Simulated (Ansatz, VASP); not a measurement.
**K: VASP beside Ansatz**

```xyz
1
Lattice="0.0000 3.3919 3.3919 3.3919 0.0000 3.3919 3.3919 3.3919 0.0000" Properties=species:S:1:pos:R:3 pbc="T T T"
K     0.0000    0.0000    0.0000
```

Alike in both runs: task single point; functional LDA; k mesh 11 × 11 × 11; occupations fermi-dirac, width 0.05 eV; no spin polarisation.

|  | VASP | Ansatz |
| --- | --- | --- |
| version | VASP 6.6.1 | Ansatz 0.2.0 |
| potentials or method | VASP PAW LDA potentials, release 64 (K_sv), cutoff 520 eV | all-electron LAPW, scalar-relativistic |

|  | VASP | Ansatz | Ansatz less VASP |
| --- | --- | --- | --- |
| pressure (GPa) | -0.6 | -0.6 | +0.02 |

LDA's correlation is that of Perdew and Zunger in VASP and of Perdew and Wang (1992) in Ansatz. Ansatz ran all-electron here, and VASP with PAW potentials.
